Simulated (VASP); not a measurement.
# TiC (I4/mmm) in VASP: further runs

The runs below take TiC through single point, with PBEsol.

All numbers are computed with VASP 6.6.1; they aren't measurements. Logs are shortened: lines on timing, memory, paths and dates and some standing lists are left out, and cuts for length are marked.

### 1 The cell of the first run

Symmetry: I4/mmm, No. 139, tetragonal system. The conventional cell has a = 3.060 Å, b = 3.060 Å, c = 4.263 Å, α = 90.00°, β = 90.00°, γ = 90.00°. Ti (site symmetry 4/mmm) has 6 C at 2.13 to 2.16 Å within 2.8 Å. Within 2.8 Å of C (site symmetry 4/mmm) lie 6 Ti at 2.13 to 2.16 Å.

### 2 Single point, PBEsol (strain +0.000 along x and y, -0.015 along z)

Input file INCAR:

```
SYSTEM = TiC
ALGO     = Normal         ! electronic algorithm
EDIFF    = 1E-6           ! SCF threshold, eV
ENCUT    = 520            ! plane-wave cutoff, eV
GGA      = PS             ! functional
ISIF     = 2              ! what is computed and relaxed
ISMEAR   = 0              ! smearing method
LASPH    = .True.         ! aspherical terms in the spheres
LCHARG   = .False.        ! write CHGCAR
LREAL    = .False.        ! projectors in reciprocal space
LWAVE    = .False.        ! write WAVECAR
NBANDS   = 15             ! bands
NELM     = 80             ! most SCF steps
PREC     = Accurate       ! precision mode
SIGMA    = 0.15           ! smearing width, eV
```

Input file KPOINTS:

```
k-points
0
Gamma
  18 18 18
  0 0 0
```

Input file POSCAR:

```
TiC
1.0
    0.0000000000      2.1640000000      2.1315400000
    2.1640000000      0.0000000000      2.1315400000
    2.1640000000      2.1640000000      0.0000000000
Ti C
1 1
Direct
    0.0000000000      0.0000000000      0.0000000000
    0.5000000000      0.5000000000      0.5000000000
```

Potentials or basis: VASP PAW PBE potentials, release 64 (Ti_sv, C).

The run is started by

```sh
$ cat potpaw_PBE.64/Ti_sv/POTCAR potpaw_PBE.64/C/POTCAR > POTCAR
$ mpirun -np 1 vasp_std > vasp.out
```

OUTCAR:

```text
SYSTEM = TiC
   EDIFF = 1E-6
   ENCUT = 520
   GGA = PS
   ISIF = 2
   ISMEAR = 0
   LASPH = .True.
   LREAL = .False.
   NELM = 80
   PREC = Accurate

 ion  position               nearest neighbor table
   1  0.000  0.000  0.000-   2 2.13   2 2.13   2 2.16   2 2.16   2 2.16   2 2.16
   2  0.500  0.500  0.500-   1 2.13   1 2.13   1 2.16   1 2.16   1 2.16   1 2.16

  LATTYP: Found a body centered tetragonal cell.
 ALAT       =     3.0603581490
 C/A-ratio  =     1.3930003589

  Lattice vectors:

 A1 = (   0.0000000000,  -2.1640000000,  -2.1315400000)
 A2 = (   0.0000000000,   2.1640000000,  -2.1315400000)
 A3 = (   2.1640000000,   0.0000000000,   2.1315400000)

Analysis of symmetry for initial positions (statically):
=====================================================================
 Subroutine PRICEL returns:
 Original cell was already a primitive cell.

 Routine SETGRP: Setting up the symmetry group for a
 body centered tetragonal supercell.

 Subroutine GETGRP returns: Found 16 space group operations
 (whereof 16 operations were pure point group operations)
 out of a pool of 16 trial point group operations.

The static configuration has the point symmetry D_4h.

Analysis of symmetry for dynamics (positions and initial velocities):
=====================================================================
 Subroutine PRICEL returns:
 Original cell was already a primitive cell.

 Routine SETGRP: Setting up the symmetry group for a
 body centered tetragonal supercell.

 Subroutine GETGRP returns: Found 16 space group operations
 (whereof 16 operations were pure point group operations)
 out of a pool of 16 trial point group operations.

The dynamic configuration has the point symmetry D_4h.

 Subroutine INISYM returns: Found 16 space group operations
 (whereof 16 operations are pure point group operations),
 and found     1 'primitive' translations

----------------------------------------------------------------------------------------

                                     Primitive cell

  volume of cell :      19.9636

  direct lattice vectors                    reciprocal lattice vectors
     0.000000000  2.164000000  2.131540000    -0.231053604  0.231053604  0.234572187
     2.164000000  0.000000000  2.131540000     0.231053604 -0.231053604  0.234572187
     2.164000000  2.164000000  0.000000000     0.231053604  0.231053604 -0.234572187

  length of vectors
     3.037492185  3.037492185  3.060358149     0.402238297  0.402238297  0.402238297

  position of ions in fractional coordinates (direct lattice)
[... 90 lines left out ...]
   NELECT =      16.0000    total number of electrons
   NUPDOWN=      -1.0000    fix difference up-down
   EMIN   =  10.00;   EMAX   =-10.00  energy-range for DOS
   EFERMI =   0.00;   METHOD = LEGACY
   ISMEAR =     0;   SIGMA  =   0.15  broadening in eV -4-tet -1-fermi 0-gaus
   EFERMI_NEDOS =   21; number of points for ismear=-14 and -15
   IALGO  =     38    algorithm
   IMIX   =      4    mixing-type and parameters
     AMIX     =   0.40;   BMIX     =  1.00
     AMIX_MAG =   1.60;   BMIX_MAG =  1.00
  volume/ion in A,a.u.               =       9.98        67.36
  Fermi-wavevector in a.u.,A,eV,Ry     =   1.520672  2.873653 31.462693  2.312443
  Thomas-Fermi vector in A             =   2.629491
   LORBIT       =      0    0 simple, 1 ext, 2 COOP (PROOUT), +10 PAW based schemes
   GGA     = PS    functional components
   LHFCALC =     F    Hartree Fock is set to
   AEXX    =    0.0000 exact exchange contribution
   IVDW    =     0    specifies the selected vdW correction
   LEPSILON=     F    determine dielectric tensor
   LRPA    =     F    only Hartree local field effects (RPA)
 non-spin polarized calculation
 Gauss-broadening in eV      SIGMA  =   0.15
  energy-cutoff  :      520.00
  volume of cell :       19.96
 maximum number of plane-waves:       548
   NGX = 11   NGY = 11   NGZ = 11

 number of electron      16.0000002 magnetization

 Free energy of the ion-electron system (eV)
  ---------------------------------------------------
  ext. energy  EPLUGINS =         0.00000000
  ---------------------------------------------------
  free energy    TOTEN  =       -19.79881227 eV

  energy without entropy =      -19.79534034  energy(sigma->0) =      -19.79707630

 E-fermi :   9.5082     XC(G=0): -12.9507

 val. band max:        9.5050617688   @ k =   0.1667   0.1667   0.0000
 cond. band min:       9.5207928911   @ k =   0.5000   0.4444   0.0000
 fundamental gap:      0.0157311223
 Fermi energy:         9.5082200188

 k-point     1 :       0.0000    0.0000    0.0000
  band No.  band energies     occupation
      1     -46.7707      2.00000
      2     -22.8942      2.00000
      3     -22.8942      2.00000
      4     -22.8754      2.00000
      5      -2.9412      2.00000
      6      10.1402      0.00000
      7      10.1402      0.00000
      8      10.2546      0.00000
      9      11.2134      0.00000
     10      11.2142      0.00000
     11      11.2142      0.00000
     12      11.2759      0.00000
     13      11.3232      0.00000
     14      20.2501      0.00000
[... 401 lines left out ...]
      2     -23.1489      2.00000
      3     -22.9211      2.00000
      4     -22.9149      2.00000
      5      -1.6503      2.00000
      6       6.8285      2.00000
      7       7.7115      2.00000
      8       7.9999      2.00000
      9      11.0231      0.00000
     10      11.4789      0.00000
     11      12.4645      0.00000
     12      14.8812      0.00000
     13      15.7660      0.00000
     14      20.9465      0.00000
     15      23.9090      0.00000

 [... further k-points ...]

------------------------ aborting loop because EDIFF is reached ----------------------------------------

  FORCE on cell =-STRESS in cart. coord.  units (eV):
  Direction    XX          YY          ZZ          XY          YZ          ZX
  --------------------------------------------------------------------------------------
  -------------------------------------------------------------------------------------
  Total       -0.5146604     -0.5146604      0.2872780      0.0000000      0.0000000     -0.0000000
  in kB      -41.3041188    -41.3041188     23.0555239      0.0000000      0.0000000     -0.0000000
  external PRESSURE =     -19.8509046 kB  Pullay stress =       0.0000000 kB

 VOLUME and BASIS-vectors are now :
 -----------------------------------------------------------------------------
  energy-cutoff  :      520.00
  volume of cell :       19.96
      direct lattice vectors                 reciprocal lattice vectors
     0.000000000  2.164000000  2.131540000    -0.231053604  0.231053604  0.234572187
     2.164000000  0.000000000  2.131540000     0.231053604 -0.231053604  0.234572187
     2.164000000  2.164000000  0.000000000     0.231053604  0.231053604 -0.234572187

 POSITION                                       TOTAL-FORCE (eV/Angst)
 -----------------------------------------------------------------------------------
      0.00000      0.00000      0.00000        -0.000000     -0.000000      0.000000
      2.16400      2.16400      2.13154         0.000000      0.000000      0.000000
 -----------------------------------------------------------------------------------
    total drift:                                0.000000     -0.000000     -0.000000

  FREE ENERGIE OF THE ION-ELECTRON SYSTEM (eV)
  ---------------------------------------------------
  free  energy   TOTEN  =       -19.7988122702 eV

  energy  without entropy=      -19.7953403395  energy(sigma->0) =      -19.79707630
```

Wall time 2.4 min (1 thread of Intel Xeon 8259CL, shared host); peak memory 0.26 GiB.

What came out:

- Free energy: -19.7988 eV
- Pressure: -2.0 GPa
- Band gap on the k mesh: zero (bands 8 and 9 overlap by 1.26 eV)

Levels at points of the mesh, in eV from the Fermi level:
```tsv
k point	band 4	band 5	band 6	band 7	band 8	band 9	band 10	band 11	band 12	band 13
(0.00, 0.00, 0.00)	-32.38	-12.45	0.63	0.63	0.75	1.71	1.71	1.71	1.77	1.81
(0.50, 0.00, 0.00)	-32.44	-8.84	-5.95	-2.97	-2.94	2.95	3.02	4.21	8.25	8.27
(0.50, 0.50, 0.00)	-32.59	-10.11	-3.34	-1.74	-0.09	-0.09	2.80	3.62	3.62	6.13
(0.50, 0.00, 0.50)	-32.57	-10.14	-3.51	-1.72	0.02	0.04	2.79	3.56	3.65	5.98
```

Caveat: the cell differs from its parent crystal (strain +0.000 along x and y, -0.015 along z); the stress differs along the axes, from -4 to 2 GPa; the PAW data sets were made with another functional, which shifts forces and pressure a little.

### 3 Single point, PBEsol (strain -0.015 along x and y, +0.015 along z)

Input file INCAR:

```
SYSTEM = TiC
PREC     = Accurate       ! precision mode
ENCUT    = 520            ! plane-wave cutoff, eV
EDIFF    = 1E-6           ! SCF threshold, eV
ISMEAR   = 0              ! smearing method
SIGMA    = 0.15           ! smearing width, eV
LREAL    = .False.        ! projectors in reciprocal space
LASPH    = .True.         ! aspherical terms in the spheres
NELM     = 100            ! most SCF steps
ALGO     = Normal         ! electronic algorithm
ISIF     = 2              ! what is computed and relaxed
LWAVE    = .False.        ! write WAVECAR
LCHARG   = .True.         ! write CHGCAR
GGA      = PS             ! functional
LELF     = .True.         ! ELF
LVHAR    = .True.       
NBANDS   = 15             ! bands
```

Input file KPOINTS:

```
Automatic mesh
0
Gamma
  18 18 18
  0 0 0
```

Input file POSCAR:

```
TiC
1.0
    0.0000000000      2.1315400000      2.1964600000
    2.1315400000      0.0000000000      2.1964600000
    2.1315400000      2.1315400000      0.0000000000
Ti C
1 1
Direct
    0.0000000000      0.0000000000      0.0000000000
    0.5000000000      0.5000000000      0.5000000000
```

Potentials or basis: VASP PAW PBE potentials, release 64 (Ti_sv, C).

The run is started by

```sh
$ cat potpaw_PBE.64/Ti_sv/POTCAR potpaw_PBE.64/C/POTCAR > POTCAR
$ mpirun -np 1 vasp_std > vasp.out
```

Wall time 2.5 min (1 thread of Intel Xeon 8259CL, shared host); peak memory 0.26 GiB.

It converged, with:

- Free energy: -19.7878 eV
- Pressure: -1.6 GPa
- Band gap on the k mesh: zero (bands 8 and 9 overlap by 1.25 eV)

Stress tensor (GPa, compression positive):
```
 2.38  0.00  0.00
 0.00  2.38  0.00
 0.00  0.00 -9.55
```

Levels at points of the mesh, in eV from the Fermi level:
| k point | band 6 | band 7 | band 8 | band 9 | band 10 | band 11 |
| --- | --- | --- | --- | --- | --- | --- |
| (0.00, 0.00, 0.00) | 0.52 | 0.75 | 0.75 | 1.63 | 1.65 | 1.77 |
| (0.50, 0.00, 0.00) | -5.96 | -2.99 | -2.93 | 2.93 | 3.06 | 4.22 |
| (0.50, 0.50, 0.00) | -3.67 | -1.69 | 0.14 | 0.14 | 2.80 | 3.59 |
| (0.50, 0.00, 0.50) | -3.34 | -1.74 | -0.09 | -0.07 | 2.79 | 3.51 |

Caveat: the cell differs from its parent crystal (strain -0.015 along x and y, +0.015 along z); the stress differs along the axes, from -10 to 2 GPa; the PAW data sets were made with another functional, which shifts forces and pressure a little.

[end of part 1 of 2]
